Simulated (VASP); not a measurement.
# TiB2 (TiB2 (P6/mmm)) (P6/mmm) in VASP: a series of runs

Runs on TiB2 (TiB2 (P6/mmm)). Level: PBE. Tasks: single point, relaxation of cell and atoms.

Program: VASP 6.6.1. These are calculated values, not measurements. Logs are shortened: lines on timing, memory, paths and dates and some standing lists are left out, and cuts for length are marked.

**1. The cell of the first run**

Symmetry: P6/mmm, No. 191, hexagonal system. Conventional cell: a = 3.032 Å, b = 3.032 Å, c = 3.224 Å, α = 90.00°, β = 90.00°, γ = 120.00°. Within 3.1 Å of Ti (site symmetry 6/mmm) lie 12 B at 2.38 Å and 6 Ti at 3.03 Å. B (site symmetry -6m2) has 3 B at 1.75 Å within 2.3 Å.

**2. Single point, PBE**

INCAR reads:

```
  PREC = Accurate
  ENCUT = 520
  EDIFF = 1E-6
  ISMEAR = 1
  SIGMA = 0.1
  LREAL = F
  LASPH = T
  NELM = 100
  ALGO = Normal
  ISIF = 2
  LWAVE = F
  LCHARG = F
  GGA = PE
  NBANDS = 16
```

KPOINTS reads:

```
regular mesh
0
Gamma
  15 15 12
```

POSCAR reads:

```
TiB2
1.0
    3.0317523750      0.0000000289      0.0000000000
   -1.5158762126      2.6255745603      0.0000000000
    0.0000000000      0.0000000000      3.2241800770
Ti B
1 2
Direct
    0.0000000000      0.0000000000      0.0000000000
    0.3333333333      0.6666666667      0.5000000000
    0.6666666667      0.3333333333      0.5000000000
```

Potentials or basis: VASP PAW PBE potentials, release 64 (Ti_sv, B).

Started as:

```sh
> cat potpaw_PBE.64/Ti_sv/POTCAR potpaw_PBE.64/B/POTCAR > POTCAR
> mpirun -np 1 vasp_std > vasp.out
```

OUTCAR:

```text
PREC = Accurate
   ENCUT = 520
   EDIFF = 1E-6
   ISMEAR = 1
   LREAL = F
   LASPH = T
   NELM = 100
   ISIF = 2
   GGA = PE

 ion  position               nearest neighbor table
   1  0.000  0.000  0.000-   2 2.38   3 2.38   2 2.38   3 2.38   3 2.38   3 2.38   2 2.38   2 2.38
                             3 2.38   3 2.38   2 2.38   2 2.38
   2  0.333  0.667  0.500-   3 1.75   3 1.75   3 1.75   1 2.38   1 2.38   1 2.38   1 2.38   1 2.38
                             1 2.38
   3  0.667  0.333  0.500-   2 1.75   2 1.75   2 1.75   1 2.38   1 2.38   1 2.38   1 2.38   1 2.38
                             1 2.38

  LATTYP: Found a hexagonal cell.
 ALAT       =     3.0317523750
 C/A-ratio  =     1.0634707846

  Lattice vectors:

 A1 = (   3.0317523750,   0.0000000289,   0.0000000000)
 A2 = (  -1.5158762126,   2.6255745603,   0.0000000000)
 A3 = (   0.0000000000,   0.0000000000,   3.2241800770)

Analysis of symmetry for initial positions (statically):
=====================================================================
 Subroutine PRICEL returns:
 Original cell was already a primitive cell.

 Routine SETGRP: Setting up the symmetry group for a
 hexagonal supercell.

 Subroutine GETGRP returns: Found 24 space group operations
 (whereof 24 operations were pure point group operations)
 out of a pool of 24 trial point group operations.

The static configuration has the point symmetry D_6h.

Analysis of symmetry for dynamics (positions and initial velocities):
=====================================================================
 Subroutine PRICEL returns:
 Original cell was already a primitive cell.

 Routine SETGRP: Setting up the symmetry group for a
 hexagonal supercell.

 Subroutine GETGRP returns: Found 24 space group operations
 (whereof 24 operations were pure point group operations)
 out of a pool of 24 trial point group operations.

The dynamic configuration has the point symmetry D_6h.

 Subroutine INISYM returns: Found 24 space group operations
 (whereof 24 operations are pure point group operations),
 and found     1 'primitive' translations

----------------------------------------------------------------------------------------

                                     Primitive cell

  volume of cell :      25.6648

  direct lattice vectors                    reciprocal lattice vectors
     3.031752375  0.000000029  0.000000000     0.329842240  0.190434510  0.000000000
[... 85 lines left out ...]
   LASPH  =      T    aspherical Exc in radial PAW
   ENCUT  =  520.0 eV  38.22 Ry    6.18 a.u.   5.64  5.64  5.99*2*pi/ulx,y,z
   NELM   =    100;   NELMIN=  2; NELMDL= -5     # of ELM steps
   EDIFF  = 0.1E-05   stopping-criterion for ELM
   LREAL  =      F    real-space projection
   EDIFFG = 0.1E-04   stopping-criterion for IOM
   NSW    =      0    number of steps for IOM
   IBRION =     -1    ionic relax: 0-MD 1-quasi-New 2-CG
   NFREE  =      0    steps in history (QN), initial steepest desc. (CG)
   ISIF   =      2    stress and relaxation
   ISYM   =      2    0-nonsym 1-usesym 2-fastsym
   POTIM  = 0.5000    time-step for ionic-motion
   TEBEG  =    0.0;   TEEND  =   0.0 temperature during run
   PSTRESS=    0.0 pullay stress
   NELECT =      18.0000    total number of electrons
   NUPDOWN=      -1.0000    fix difference up-down
   EMIN   =  10.00;   EMAX   =-10.00  energy-range for DOS
   EFERMI =   0.00;   METHOD = LEGACY
   ISMEAR =     1;   SIGMA  =   0.10  broadening in eV -4-tet -1-fermi 0-gaus
   EFERMI_NEDOS =   21; number of points for ismear=-14 and -15
   IALGO  =     38    algorithm
   IMIX   =      4    mixing-type and parameters
     AMIX     =   0.40;   BMIX     =  1.00
     AMIX_MAG =   1.60;   BMIX_MAG =  1.00
  volume/ion in A,a.u.               =       8.55        57.73
  Fermi-wavevector in a.u.,A,eV,Ry     =   1.454521  2.748645 28.784896  2.115630
  Thomas-Fermi vector in A             =   2.571662
   LORBIT       =      0    0 simple, 1 ext, 2 COOP (PROOUT), +10 PAW based schemes
   GGA     = PE    functional components
   LHFCALC =     F    Hartree Fock is set to
   AEXX    =    0.0000 exact exchange contribution
   IVDW    =     0    specifies the selected vdW correction
   LEPSILON=     F    determine dielectric tensor
   LRPA    =     F    only Hartree local field effects (RPA)
 non-spin polarized calculation
 Methfessel and Paxton  Order N= 1 SIGMA  =   0.10
  energy-cutoff  :      520.00
  volume of cell :       25.66
 maximum number of plane-waves:       719
 NGX is ok and might be reduce to    24
   NGX = 11   NGY = 11   NGZ = 11

 number of electron      18.0000001 magnetization

 Free energy of the ion-electron system (eV)
  ---------------------------------------------------
  ext. energy  EPLUGINS =         0.00000000
  ---------------------------------------------------
  free energy    TOTEN  =       -24.42879385 eV

  energy without entropy =      -24.42886637  energy(sigma->0) =      -24.42881803

 E-fermi :  10.0272     XC(G=0): -12.7674

 val. band max:       10.0145005900   @ k =   0.0667   0.0000   0.2500
 cond. band min:      10.0346332699   @ k =   0.0667   0.0667   0.3333
 fundamental gap:      0.0201326799
 Fermi energy:        10.0271736345

 k-point     1 :       0.0000    0.0000    0.0000
  band No.  band energies     occupation
      1     -46.9606      2.00000
      2     -23.3121      2.00000
      3     -22.9987      2.00000
      4     -22.9987      2.00000
      5      -3.5081      2.00000
      6       7.3808      2.00000
[... 433 lines left out ...]
      3     -23.2382      2.00000
      4     -23.1796      2.00000
      5       1.0801      2.00000
      6       1.1975      2.00000
[... 8 lines left out ...]
     15      18.7823      0.00000
     16      19.9013      0.00000

 [... further k-points ...]
[... 5 lines left out ...]
  --------------------------------------------------------------------------------------
  -------------------------------------------------------------------------------------
  Total        0.0396282      0.0396282      0.0433098     -0.0000000      0.0000000      0.0000000
  in kB        2.4738736      2.4738736      2.7037079     -0.0000000      0.0000000      0.0000000
  external PRESSURE =       2.5504850 kB  Pullay stress =       0.0000000 kB

 VOLUME and BASIS-vectors are now :
 -----------------------------------------------------------------------------
  energy-cutoff  :      520.00
  volume of cell :       25.66
      direct lattice vectors                 reciprocal lattice vectors
     3.031752375  0.000000029  0.000000000     0.329842240  0.190434510  0.000000000
    -1.515876213  2.625574560  0.000000000    -0.000000004  0.380869014  0.000000000
     0.000000000  0.000000000  3.224180077     0.000000000  0.000000000  0.310156373

 POSITION                                       TOTAL-FORCE (eV/Angst)
 -----------------------------------------------------------------------------------
      0.00000      0.00000      0.00000         0.000000      0.000000      0.000000
     -0.00000      1.75038      1.61209        -0.000000      0.000000      0.000000
      1.51588      0.87519      1.61209         0.000000     -0.000000      0.000000
 -----------------------------------------------------------------------------------
    total drift:                               -0.000000      0.000000      0.000000

  FREE ENERGIE OF THE ION-ELECTRON SYSTEM (eV)
  ---------------------------------------------------
  free  energy   TOTEN  =       -24.4287938530 eV

  energy  without entropy=      -24.4288663727  energy(sigma->0) =      -24.42881803
```

stdout:

```text
POSCAR found type information on POSCAR TiB
 POSCAR found :  2 types and       3 ions
 scaLAPACK will be used
 LDA part: xc-table for (Slater+PW92), standard interpolation
 POSCAR, INCAR and KPOINTS ok, starting setup
 FFT: planning ... GRIDC
 FFT: planning ... GRID_SOFT
 FFT: planning ... GRID
 WAVECAR not read
 entering main loop
```

Wall time 1.9 min (1 thread of AMD EPYC 7R43 (Zen 3), shared host); peak memory 0.16 GiB.

What came out:

| Property | Result |
| --- | --- |
| Free energy | -24.4288 eV |
| Pressure | 0.3 GPa |
| Band gap on the k mesh | zero (band 9 reaches 10.39 eV, above the bottom of band 10 at 9.80 eV) |

**3. Relaxation of cell and atoms, PBE**

This run uses another cell than the first one, of 8.53 Å³/atom, 0.998 times its volume.

INCAR reads:

```
SYSTEM = TiB2
PREC     = Accurate       ! precision mode
ENCUT    = 600            ! plane-wave cutoff, eV
EDIFF    = 1E-6           ! SCF threshold, eV
ISMEAR   = 1              ! smearing method
SIGMA    = 0.1            ! smearing width, eV
LREAL    = .FALSE.        ! projectors in reciprocal space
LASPH    = .TRUE.         ! aspherical terms in the spheres
NELM     = 100            ! most SCF steps
ALGO     = Normal         ! electronic algorithm
ISIF     = 3              ! what is computed and relaxed
LWAVE    = .FALSE.        ! write WAVECAR
LCHARG   = .FALSE.        ! write CHGCAR
GGA      = PE             ! functional
IBRION   = 2              ! ionic algorithm
NSW      = 80             ! ionic steps
EDIFFG   = -0.005         ! ionic threshold
```

KPOINTS reads:

```
regular mesh
0
G
  15 15 12
  0 0 0
```

POSCAR reads:

```
TiB2
1.0
    3.0259273000      0.0000000000      0.0000000000
   -1.5129637000      2.6205299000      0.0000000000
    0.0000000000      0.0000000000      3.2287677000
Ti B
1 2
Direct
    0.0000000000      0.0000000000      0.0000000000
    0.3333333300      0.6666666700      0.5000000000
    0.6666666700      0.3333333300      0.5000000000
```

Potentials or basis: VASP PAW PBE potentials, release 64 (Ti_sv, B).

Started as:

```sh
> cat potpaw_PBE.64/Ti_sv/POTCAR potpaw_PBE.64/B/POTCAR > POTCAR
> mpirun -np 1 vasp_std > vasp.out
```

It took 5 min on 1 thread of AMD EPYC 7R43 (Zen 3), shared host; peak memory 0.18 GiB.

The run converged. Its results:

| Item | Value |
| --- | --- |
| Free energy | -24.4306 eV |
| Relaxed volume | 8.56 Å³/atom |
| Relaxed cell | a = 3.032 Å, b = 3.032 Å, c = 3.225 Å, α = 90.00°, β = 90.00°, γ = 120.00° |
| Space group after relaxing (to 0.05 Å) | P6/mmm (No. 191) |
| Energy gained by relaxing | 0.2 meV/atom |
| Ionic steps | 5 |
| Pressure after relaxing | 0.0 GPa |
| Band gap on the k mesh | zero (band 9 reaches 10.39 eV, above the bottom of band 10 at 9.80 eV) |

The path:
```
step  energy change (eV)  largest force (eV/Å)  pressure (GPa)  volume (Å³)
   1              0.0000                0.0000            0.94        25.60
   2             -0.0001                0.0000           -1.00        25.79
   3             -0.0004                0.0000           -0.20        25.70
   4             -0.0004                0.0000           -0.12        25.70
   5             -0.0005                0.0000            0.03        25.68
```

Final structure:
```
Ti B
1.0
     3.03208    0.00000    0.00000
    -1.51604    2.62586    0.00000
     0.00000    0.00000    3.22533
Ti B
1 2
Cartesian
  0.0000 0.0000 0.0000
  0.0000 1.7506 1.6127
  1.5160 0.8753 1.6127
```

Levels at points of the mesh, in eV from the Fermi level:
| k point | band 6 | band 7 | band 8 | band 9 | band 10 | band 11 | band 12 | band 13 |
| --- | --- | --- | --- | --- | --- | --- | --- | --- |
| (0.00, 0.00, 0.00) | -2.64 | -2.64 | -2.34 | -2.14 | 1.85 | 1.85 | 3.63 | 3.63 |
| (0.00, 0.00, 0.50) | -7.63 | -0.59 | -0.59 | -0.22 | -0.22 | 0.41 | 0.41 | 1.62 |
